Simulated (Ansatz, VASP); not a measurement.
GaN: VASP beside Ansatz

The input INCAR:

```
ALGO     = Normal         # electronic algorithm
DIPOL    = 0.5 0.5 0.500
EDIFF    = 1E-7           # SCF threshold, eV
ENCUT    = 520            # plane-wave cutoff, eV
GGA      = PE             # functional
IDIPOL   = 3            
ISIF     = 2              # what is computed and relaxed
ISMEAR   = -1             # smearing method
LASPH    = True           # aspherical terms in the spheres
LCHARG   = False          # write CHGCAR
LDIPOL   = True         
LREAL    = False          # projectors in reciprocal space
LWAVE    = False          # write WAVECAR
NBANDS   = 46             # bands
NELM     = 60             # most SCF steps
PREC     = Accurate       # precision mode
SIGMA    = 0.02           # smearing width, eV
```

File KPOINTS:

```
k-points
0
Gamma
  8 5 1
```

Contents of POSCAR:

```
GaN
1.0
    3.2181862426      0.0000000000      0.0000000000
    0.0000000000      5.2428332618      0.0000000000
    0.0000000000      0.0000000000     19.7160000000
Ga N
4 4
Direct
    0.0000000000      0.0616477750      0.4057607680
    0.5000000000      0.5616477750      0.4528803843
    0.5000000000      0.0616477750      0.5471196157
    0.0000000000      0.5616477750      0.5942392320
    0.0000000000      0.4383522250      0.4057607680
    0.5000000000      0.9383522250      0.4528803843
    0.5000000000      0.4383522250      0.5471196157
    0.0000000000      0.9383522250      0.5942392320
```

Input for Ansatz:

```yaml
crystal:
  lattice:
    - [3.2181862426, 0.0, 0.0]
    - [0.0, 5.2428332618, 0.0]
    - [0.0, 0.0, 19.716]
  atoms:
    - { symbol: Ga, position: [0.0, 0.061647775, 0.405760768] }
    - { symbol: "N", position: [0.0, 0.438352225, 0.405760768] }
    - { symbol: Ga, position: [0.5, 0.561647775, 0.4528803843] }
    - { symbol: "N", position: [0.5, 0.938352225, 0.4528803843] }
    - { symbol: Ga, position: [0.5, 0.061647775, 0.5471196157] }
    - { symbol: "N", position: [0.5, 0.438352225, 0.5471196157] }
    - { symbol: Ga, position: [0.0, 0.561647775, 0.594239232] }
    - { symbol: "N", position: [0.0, 0.938352225, 0.594239232] }
kpoints:
  mp_grid: { grid: [8, 5, 1] }
scf:
  occupations: { method: fermi_dirac, width: 0.02 }
hamiltonian:
  xc: pbe
  pseudopotentials: { kind: paw }
output:
  forces: true
  stress: true
  eigenvalues: true
  populations: true
efield:
  axis: 3
  amplitude: 0
  dipole_correction: true
```

Alike in both runs: task single point; functional PBE; k mesh 8 × 5 × 1; occupations fermi-dirac, width 0.02 eV; no spin polarisation.

|  | VASP | Ansatz |
| --- | --- | --- |
| version | VASP 6.6.1 | Ansatz 0.2.0 |
| potentials or method | VASP PAW PBE potentials, release 64 (Ga_d, N) | PAW with Ansatz's default frozen-core files, scalar-relativistic |
| plane-wave cutoff (eV) | 520 | 420 |
| valence electrons in the cell | 72 | 72 |

|  | VASP | Ansatz | Ansatz less VASP |
| --- | --- | --- | --- |
| rms of the force components (eV/Å) | 1.034 | 1.039 | +0.0043 |

The functional is the same, so the differences come from potentials, cutoffs and numerics.
